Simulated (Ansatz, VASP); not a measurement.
# One calculation of Ca, two programs

```
Ca
1.0
     0.00000    2.79420    2.85008
     2.79420    0.00000    2.85008
     2.79420    2.79420    0.00000
Ca
1
Direct
  0.00000 0.00000 0.00000
```

Change from the starting cell: zz strain of +2 %.

Alike in both runs: task single point; functional PBEsol; k mesh 11 × 11 × 11; occupations fermi-dirac, width 0.05 eV; no spin polarisation.

```csv
,VASP,Ansatz
version,VASP 6.6.1,Ansatz 0.2.0
potentials or method,"VASP PAW PBE potentials, release 64 (Ca_sv), cutoff 520 eV","all-electron LAPW, scalar-relativistic"
```

|  | VASP | Ansatz | Ansatz less VASP |
| --- | --- | --- | --- |
| pressure (GPa) | -1.4 | -1.4 | +0.01 |
| traceless stress, the component that is largest in VASP (GPa) | -0.10 | -0.10 | 0.000 |

VASP's potentials were made for PBE, not for PBEsol. Ansatz ran all-electron here, and VASP with PAW potentials.
